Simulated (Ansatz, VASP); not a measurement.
**Co: VASP beside Ansatz**

INCAR

```
ALGO = Normal ; EDIFF = 1E-6
ENCUT = 520 ; GGA = PE
GGA_COMPAT = F ; ISIF = 2
ISMEAR = -1 ; ISPIN = 2
LASPH = T ; LCHARG = F
LMAXMIX = 4 ; LORBIT = 11
LREAL = F ; LWAVE = F
MAGMOM = 1 -1 ; NBANDS = 20
NELM = 200 ; PREC = Accurate
SIGMA = 0.1
```

File KPOINTS:

```
k-points
0
Gamma
  1 1 1
```

The input POSCAR:

```
Co
1.0
    8.1000081000      0.0000000000      0.0000000000
    0.0000000000      8.4000084000      0.0000000000
    0.0000000000      0.0000000000      9.6000096000
Co
2
Direct
    0.5000000000      0.5000000000      0.3735000000
    0.5000000000      0.5000000000      0.6265000000
```

Input for Ansatz:

```yaml
crystal:
  lattice:
    - [8.1000081, 0.0, 0.0]
    - [0.0, 8.4000084, 0.0]
    - [0.0, 0.0, 9.6000096]
  atoms:
    - { symbol: Co, position: [0.5, 0.5, 0.3735], spin: 1 }
    - { symbol: Co, position: [0.5, 0.5, 0.6265], spin: -1 }
hamiltonian:
  xc: pbe
  pseudopotentials: { kind: paw }
kpoints:
  mp_grid: { grid: [1, 1, 1], shift: [0, 0, 0] }
magnetization:
  spin_polarized: true
scf:
  occupations: { method: fermi_dirac }
  lower_state_search: standard
```

Alike in both runs: task single point; functional PBE; k mesh 1 × 1 × 1; collinear spin.

```csv
,VASP,Ansatz
version,VASP 6.6.1,Ansatz development build ahead of 0.2.0
potentials or method,"VASP PAW PBE potentials, release 64 (Co)","PAW (an earlier, plane waves, scalar-relativistic"
plane-wave cutoff (eV),520,900
occupations,"fermi-dirac, width 0.1 eV",fermi-dirac
```

Ansatz gave:

| Quantity | Value |
| --- | --- |
| net moment per atom (μB) | 0.00 |
| size of the moment on the site where the two differ most (μB) | 1.88 |

Question: Estimate VASP's values.

Answer: net moment per atom (μB): 0.00; size of the moment on the site where the two differ most (μB): 1.95.

Site moments also hang on the region over which each program counts them. Ansatz's warnings: reached outside group.
